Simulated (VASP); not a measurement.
# MgO (Fm-3m) in VASP: notebook, part 2 of 3

VASP 6.6.1.

### Step 3. Vibrations by perturbation theory, LDA

This run uses another cell than the first one, of 8.89 Å³/atom, 1.087 times its volume.

The input, INCAR:

```
  PREC = Accurate
  ENCUT = 520
  EDIFF = 1E-8
  ISMEAR = 0
  SIGMA = 0.01
  LREAL = F
  LASPH = T
  NELM = 80
  ALGO = Normal
  ISIF = 2
  LWAVE = F
  LCHARG = T
  GGA = CA
  IBRION = 8
  NSW = 1
  LEPSILON = T
```

The input, KPOINTS:

```
Automatic mesh
0
Gamma
  10 10 10
```

The input, POSCAR:

```
MgO
1.0
    0.0000000000      2.0717114197      2.0717114197
    2.0717114197      0.0000000000      2.0717114197
    2.0717114197      2.0717114197      0.0000000000
Mg O
1 1
Direct
    0.0000000000      0.0000000000      0.0000000000
    0.5000000000      0.5000000000      0.5000000000
```

Potentials or basis: VASP PAW LDA potentials, release 64 (Mg, O).

Run with:

```sh
$ cat potpaw_LDA.64/Mg/POTCAR potpaw_LDA.64/O/POTCAR > POTCAR
$ mpirun -np 1 vasp_std > vasp.out
```

OUTCAR:

```text
PREC = Accurate
   ENCUT = 520
   EDIFF = 1E-8
   ISMEAR = 0
   LREAL = F
   LASPH = T
   NELM = 80
   ISIF = 2
   GGA = CA
   IBRION = 8
   NSW = 1
   LEPSILON = T

 ion  position               nearest neighbor table
   1  0.000  0.000  0.000-   2 2.07   2 2.07   2 2.07   2 2.07   2 2.07   2 2.07
   2  0.500  0.500  0.500-   1 2.07   1 2.07   1 2.07   1 2.07   1 2.07   1 2.07

  LATTYP: Found a face centered cubic cell.
 ALAT       =     4.1434228394

  Lattice vectors:

 A1 = (   0.0000000000,   2.0717114197,   2.0717114197)
 A2 = (   2.0717114197,   0.0000000000,   2.0717114197)
 A3 = (   2.0717114197,   2.0717114197,   0.0000000000)

Analysis of symmetry for initial positions (statically):
=====================================================================
 Subroutine PRICEL returns:
 Original cell was already a primitive cell.

 Routine SETGRP: Setting up the symmetry group for a
 face centered cubic supercell.

 Subroutine GETGRP returns: Found 48 space group operations
 (whereof 48 operations were pure point group operations)
 out of a pool of 48 trial point group operations.

The static configuration has the point symmetry O_h .

Analysis of symmetry for dynamics (positions and initial velocities):
=====================================================================
 Subroutine PRICEL returns:
 Original cell was already a primitive cell.

 Routine SETGRP: Setting up the symmetry group for a
 face centered cubic supercell.

 Subroutine GETGRP returns: Found 48 space group operations
 (whereof 48 operations were pure point group operations)
 out of a pool of 48 trial point group operations.

The dynamic configuration has the point symmetry O_h .

 Subroutine INISYM returns: Found 48 space group operations
 (whereof 48 operations are pure point group operations),
 and found     1 'primitive' translations

----------------------------------------------------------------------------------------

                                     Primitive cell

  volume of cell :      17.7835

  direct lattice vectors                    reciprocal lattice vectors
     0.000000000  2.071711420  2.071711420    -0.241346355  0.241346355  0.241346355
     2.071711420  0.000000000  2.071711420     0.241346355 -0.241346355  0.241346355
     2.071711420  2.071711420  0.000000000     0.241346355  0.241346355 -0.241346355

  length of vectors
     2.929842387  2.929842387  2.929842387     0.418024149  0.418024149  0.418024149

  position of ions in fractional coordinates (direct lattice)
     0.000000000  0.000000000  0.000000000
     0.500000000  0.500000000  0.500000000

  ion indices of the primitive-cell ions
   primitive index   ion index
[... 452 lines left out ...]
    -0.00014  0.00000  0.00000
     0.00000 -0.00014  0.00000
     0.00000 -0.00000 -0.00016

--------------------------------------- Ionic step        4  -------------------------------------------

------------------------ aborting loop because EDIFF is reached ----------------------------------------

[... ionic steps 5 to 6 ...]

--------------------------------------- Ionic step        7  -------------------------------------------

 Free energy of the ion-electron system (eV)
  ---------------------------------------------------
  ---------------------------------------------------
  free energy    TOTEN  =        -0.35237472 eV

  energy without entropy =       -0.35237472

------------------------ aborting loop because EDIFF is reached ----------------------------------------

 INTERNAL STRAIN TENSOR  FOR ION    2  DIRECTION 1   (eV/Angst):
 -----------------------------------------------------------------------------
    -0.00512  0.00000  0.00000
     0.00000  0.00716  0.00000
     0.00000  0.00000  0.00716

 MACROSCOPIC STATIC DIELECTRIC TENSOR (including local field effects in DFT)
 ------------------------------------------------------
           3.091347    -0.000000     0.000000
          -0.000000     3.091347    -0.000000
           0.000000     0.000000     3.091347
 ------------------------------------------------------

 PIEZOELECTRIC TENSOR (including local field effects)  for field in x, y, z        (e  Angst)
          XX          YY          ZZ          XY          YZ          ZX
  --------------------------------------------------------------------------------
  x     0.00000     0.00000     0.00000     0.00000     0.00000     0.00000
  y     0.00000     0.00000     0.00000     0.00000     0.00000     0.00000
  z     0.00000     0.00000     0.00000     0.00000     0.00000     0.00000

 PIEZOELECTRIC TENSOR (including local field effects)  for field in x, y, z        (C/m^2)
          XX          YY          ZZ          XY          YZ          ZX
  --------------------------------------------------------------------------------
  x     0.00000     0.00000     0.00000     0.00000     0.00000     0.00000
  y     0.00000     0.00000     0.00000     0.00000     0.00000     0.00000
  z     0.00000     0.00000     0.00000     0.00000     0.00000     0.00000

 BORN EFFECTIVE CHARGES (including local field effects) (in |e|, cummulative output)
 ---------------------------------------------------------------------------------
 ion    1
    1     1.94789    -0.00000     0.00000
    2    -0.00000     1.94789     0.00000
    3     0.00000     0.00000     1.94789
 ion    2
    1    -1.94789     0.00000     0.00000
    2     0.00000    -1.94789    -0.00000
    3    -0.00000     0.00000    -1.94789

 INTERNAL STRAIN TENSOR FOR ION    2 for displacements in x,y,z  (eV/Angst):
          X           Y           Z          XY          YZ          ZX
  --------------------------------------------------------------------------------
  x     0.00000     0.00000     0.00000     0.00000     0.00000     0.00000
  y     0.00000     0.00000     0.00000     0.00000     0.00000     0.00000
  z     0.00000     0.00000     0.00000     0.00000     0.00000     0.00000

 SECOND DERIVATIVES (NOT SYMMETRIZED)
 ------------------------------------
               1X          1Y          1Z          2X          2Y          2Z
  1X    -6.420181    0.000000    0.000000    6.420181    0.000000    0.000000
  1Y     0.000000   -6.420181    0.000000    0.000000    6.420181    0.000000
  1Z     0.000000    0.000000   -6.420181    0.000000    0.000000    6.420181
  2X     6.415351    0.000000    0.000000   -6.415351    0.000000    0.000000
  2Y     0.000000    6.415351    0.000000    0.000000   -6.415351    0.000000
  2Z     0.000000    0.000000    6.415351    0.000000    0.000000   -6.415351

 Eigenvectors and eigenvalues of the dynamical matrix
 ----------------------------------------------------

   1 f  =   12.749627 THz    80.108271 2PiTHz  425.281791 cm-1    52.728198 meV
             X         Y         Z           dx          dy          dz
      0.000000  0.000000  0.000000    -0.000000    0.630201    0.000000
      2.071711  2.071711  2.071711     0.000000   -0.776432    0.000000
[... 21 lines left out ...]
   6 f/i=    0.002348 THz     0.014753 2PiTHz    0.078320 cm-1     0.009710 meV
             X         Y         Z           dx          dy          dz
      0.000000  0.000000  0.000000    -0.206430    0.397953    0.633930
      2.071711  2.071711  2.071711    -0.167552    0.323003    0.514537

--------------------------------------------------------------------------------------------------------

 MACROSCOPIC STATIC DIELECTRIC TENSOR IONIC CONTRIBUTION
 ------------------------------------------------------
           6.015819    -0.000000    -0.000000
          -0.000000     6.015819     0.000000
          -0.000000     0.000000     6.015819
 ------------------------------------------------------

 ELASTIC MODULI CONTR FROM IONIC RELAXATION (kBar)
 Direction    XX          YY          ZZ          XY          YZ          ZX
 --------------------------------------------------------------------------------
 XX           0.0000      0.0000      0.0000      0.0000      0.0000      0.0000
 YY           0.0000      0.0000      0.0000      0.0000      0.0000      0.0000
 ZZ           0.0000      0.0000      0.0000      0.0000      0.0000      0.0000
 XY           0.0000      0.0000      0.0000      0.0000      0.0000      0.0000
 YZ           0.0000      0.0000      0.0000      0.0000      0.0000      0.0000
 ZX           0.0000      0.0000      0.0000      0.0000      0.0000      0.0000
 --------------------------------------------------------------------------------

 PIEZOELECTRIC TENSOR IONIC CONTR  for field in x, y, z        (C/m^2)
          XX          YY          ZZ          XY          YZ          ZX
  --------------------------------------------------------------------------------
  x     0.00000     0.00000     0.00000     0.00000     0.00000     0.00000
  y     0.00000     0.00000     0.00000     0.00000     0.00000     0.00000
  z     0.00000     0.00000     0.00000     0.00000     0.00000     0.00000
```

Wall time 52 s (1 thread of Intel Xeon 6975P-C, shared host); peak memory 0.18 GiB.

Results:

- Electronic dielectric tensor (diagonal): 3.09
- Born charges (mean of the diagonal): Mg +1.95; O -1.95 e
- Highest phonon frequency at Γ, LO-TO splitting left out: 425 cm⁻¹

Phonon frequencies in cm⁻¹ (negative: imaginary):
| q point | frequencies |
| --- | --- |
| (0.000, 0.000, 0.000) | 0 0 0 425 425 425 |

Electronic dielectric tensor:
```
3.09 0.00 0.00
0.00 3.09 0.00
0.00 0.00 3.09
```

Born effective charge tensors (e):
atom 1, Mg
```
1.95 0.00 0.00
0.00 1.95 0.00
0.00 0.00 1.95
```
atom 2, O
```
-1.95  0.00  0.00
 0.00 -1.95  0.00
 0.00  0.00 -1.95
```

### Step 4. Vibrations by perturbation theory, LDA

This run uses another cell than the first one, of 8.94 Å³/atom, 1.094 times its volume.

The input, INCAR:

```
PREC     = Accurate       # precision mode
ENCUT    = 520            # plane-wave cutoff, eV
EDIFF    = 1E-8           # SCF threshold, eV
ISMEAR   = 0              # smearing method
SIGMA    = 0.01           # smearing width, eV
LREAL    = False          # projectors in reciprocal space
LASPH    = True           # aspherical terms in the spheres
NELM     = 100            # most SCF steps
ALGO     = Normal         # electronic algorithm
ISIF     = 2              # what is computed and relaxed
LWAVE    = False          # write WAVECAR
LCHARG   = True           # write CHGCAR
NBANDS   = 11             # bands
IBRION   = 8              # ionic algorithm
NSW      = 1              # ionic steps
LEPSILON = True           # dielectric tensor by DFPT
```

The input, KPOINTS:

```
regular mesh
0
Gamma
  10 10 10
```

The input, POSCAR:

```
MgO
1.0
    0.0000000000      2.0755836595      2.0755836595
    2.0755836595      0.0000000000      2.0755836595
    2.0755836595      2.0755836595      0.0000000000
Mg O
1 1
Direct
    0.0000000000      0.0000000000      0.0000000000
    0.5000000000      0.5000000000      0.5000000000
```

Potentials or basis: VASP PAW LDA potentials, release 64 (Mg, O).

Run with:

```sh
$ cat potpaw_LDA.64/Mg/POTCAR potpaw_LDA.64/O/POTCAR > POTCAR
$ mpirun -np 1 vasp_std > vasp.out
```

OUTCAR:

```text
PREC = Accurate
   ENCUT = 520
   EDIFF = 1E-8
   ISMEAR = 0
   LREAL = False
   LASPH = True
   NELM = 100
   ISIF = 2
   IBRION = 8
   NSW = 1
   LEPSILON = True

 ion  position               nearest neighbor table
   1  0.000  0.000  0.000-   2 2.08   2 2.08   2 2.08   2 2.08   2 2.08   2 2.08
   2  0.500  0.500  0.500-   1 2.08   1 2.08   1 2.08   1 2.08   1 2.08   1 2.08

  LATTYP: Found a face centered cubic cell.
 ALAT       =     4.1511673190

  Lattice vectors:

 A1 = (   0.0000000000,   2.0755836595,   2.0755836595)
 A2 = (   2.0755836595,   0.0000000000,   2.0755836595)
 A3 = (   2.0755836595,   2.0755836595,   0.0000000000)

Analysis of symmetry for initial positions (statically):
=====================================================================
 Subroutine PRICEL returns:
 Original cell was already a primitive cell.

 Routine SETGRP: Setting up the symmetry group for a
 face centered cubic supercell.

 Subroutine GETGRP returns: Found 48 space group operations
 (whereof 48 operations were pure point group operations)
 out of a pool of 48 trial point group operations.

The static configuration has the point symmetry O_h .

Analysis of symmetry for dynamics (positions and initial velocities):
=====================================================================
 Subroutine PRICEL returns:
 Original cell was already a primitive cell.

 Routine SETGRP: Setting up the symmetry group for a
 face centered cubic supercell.

[... 594 lines left out ...]

 PIEZOELECTRIC TENSOR (including local field effects)  for field in x, y, z        (C/m^2)
          XX          YY          ZZ          XY          YZ          ZX
  --------------------------------------------------------------------------------
  x     0.00000     0.00000     0.00000     0.00000     0.00000     0.00000
  y     0.00000     0.00000     0.00000     0.00000     0.00000     0.00000
  z     0.00000     0.00000     0.00000     0.00000     0.00000     0.00000

 BORN EFFECTIVE CHARGES (including local field effects) (in |e|, cummulative output)
 ---------------------------------------------------------------------------------
 ion    1
    1     1.95020     0.00000    -0.00000
    2    -0.00000     1.95020     0.00000
    3     0.00000    -0.00000     1.95020
 ion    2
    1    -1.95020     0.00000     0.00000
    2     0.00000    -1.95020     0.00000
    3     0.00000     0.00000    -1.95020

 INTERNAL STRAIN TENSOR FOR ION    2 for displacements in x,y,z  (eV/Angst):
          X           Y           Z          XY          YZ          ZX
  --------------------------------------------------------------------------------
  x     0.00000     0.00000     0.00000     0.00000     0.00000     0.00000
  y     0.00000     0.00000     0.00000     0.00000     0.00000     0.00000
  z     0.00000     0.00000     0.00000     0.00000     0.00000     0.00000

 SECOND DERIVATIVES (NOT SYMMETRIZED)
 ------------------------------------
               1X          1Y          1Z          2X          2Y          2Z
  1X    -6.256914    0.000000    0.000000    6.256914    0.000000    0.000000
  1Y     0.000000   -6.256914    0.000000    0.000000    6.256914    0.000000
  1Z     0.000000    0.000000   -6.256914    0.000000    0.000000    6.256914
  2X     6.260559    0.000000    0.000000   -6.260559    0.000000    0.000000
  2Y     0.000000    6.260559    0.000000    0.000000   -6.260559    0.000000
  2Z     0.000000    0.000000    6.260559    0.000000    0.000000   -6.260559

 Eigenvectors and eigenvalues of the dynamical matrix
 ----------------------------------------------------

   1 f  =   12.591537 THz    79.114962 2PiTHz  420.008472 cm-1    52.074390 meV
             X         Y         Z           dx          dy          dz
      0.000000  0.000000  0.000000     0.000000    0.629947    0.000000
      2.075584  2.075584  2.075584     0.000000   -0.776638    0.000000
[... 21 lines left out ...]
   6 f/i=    0.001793 THz     0.011269 2PiTHz    0.059824 cm-1     0.007417 meV
             X         Y         Z           dx          dy          dz
      0.000000  0.000000  0.000000     0.000000    0.000000    0.776638
      2.075584  2.075584  2.075584     0.000000    0.000000    0.629947

--------------------------------------------------------------------------------------------------------

 MACROSCOPIC STATIC DIELECTRIC TENSOR IONIC CONTRIBUTION
 ------------------------------------------------------
           6.148719    -0.000000     0.000000
          -0.000000     6.148719    -0.000000
           0.000000    -0.000000     6.148719
 ------------------------------------------------------

 ELASTIC MODULI CONTR FROM IONIC RELAXATION (kBar)
 Direction    XX          YY          ZZ          XY          YZ          ZX
 --------------------------------------------------------------------------------
 XX           0.0000      0.0000      0.0000      0.0000      0.0000      0.0000
 YY           0.0000      0.0000      0.0000      0.0000      0.0000      0.0000
 ZZ           0.0000      0.0000      0.0000      0.0000      0.0000      0.0000
 XY           0.0000      0.0000      0.0000      0.0000      0.0000      0.0000
 YZ           0.0000      0.0000      0.0000      0.0000      0.0000      0.0000
 ZX           0.0000      0.0000      0.0000      0.0000      0.0000      0.0000
 --------------------------------------------------------------------------------

 PIEZOELECTRIC TENSOR IONIC CONTR  for field in x, y, z        (C/m^2)
          XX          YY          ZZ          XY          YZ          ZX
  --------------------------------------------------------------------------------
  x     0.00000     0.00000     0.00000     0.00000     0.00000     0.00000
  y     0.00000     0.00000     0.00000     0.00000     0.00000     0.00000
  z     0.00000     0.00000     0.00000     0.00000     0.00000     0.00000
```

OSZICAR:

```text
N       E                     dE             d eps       ncg     rms          rms(c)
DAV:   1     0.109846005583E+02    0.10985E+02   -0.47507E+03  1194   0.656E+02
DAV:   2    -0.145344004919E+02   -0.25519E+02   -0.25026E+02  1171   0.135E+02
DAV:   3    -0.150297372876E+02   -0.49534E+00   -0.49496E+00  1235   0.159E+01
[... 119 lines left out ...]
RMM:   5    -0.352395962740E+00   -0.13862E-04   -0.43249E-06  3754   0.183E-02    0.137E-03
RMM:   6    -0.352397205547E+00   -0.12428E-05   -0.31807E-08  3809   0.148E-03    0.790E-04
RMM:   7    -0.352392498321E+00    0.47072E-05   -0.13494E-09  3814   0.300E-04    0.500E-05
RMM:   8    -0.352392370868E+00    0.12745E-06   -0.22386E-10  3927   0.496E-05    0.151E-05
RMM:   9    -0.352392416799E+00   -0.45932E-07   -0.19218E-10  3900   0.192E-05    0.206E-06
RMM:  10    -0.352392412313E+00    0.44867E-08   -0.18558E-10  2997   0.112E-05    0.439E-07
 Linear response finished
```

Wall time 4.6 min (1 thread of Intel Xeon 8259CL, shared host); peak memory 0.19 GiB.

What came out:

```
Electronic dielectric tensor (diagonal)                 : 3.10
Born charges (mean of the diagonal)                     : Mg +1.95; O -1.95 e
Highest phonon frequency at Γ, LO-TO splitting left out : 420 cm⁻¹
```

Phonon frequencies in cm⁻¹ (negative: imaginary):
```
              q point        frequencies
(0.000, 0.000, 0.000)  0 0 0 420 420 420
```

Electronic dielectric tensor:
```
3.10 0.00 0.00
0.00 3.10 0.00
0.00 0.00 3.10
```

Born effective charge tensors (e):
atom 1, Mg
```
1.95 0.00 0.00
0.00 1.95 0.00
0.00 0.00 1.95
```
atom 2, O
```
-1.95  0.00  0.00
 0.00 -1.95  0.00
 0.00  0.00 -1.95
```

(Part 2 of 3 ends here.)
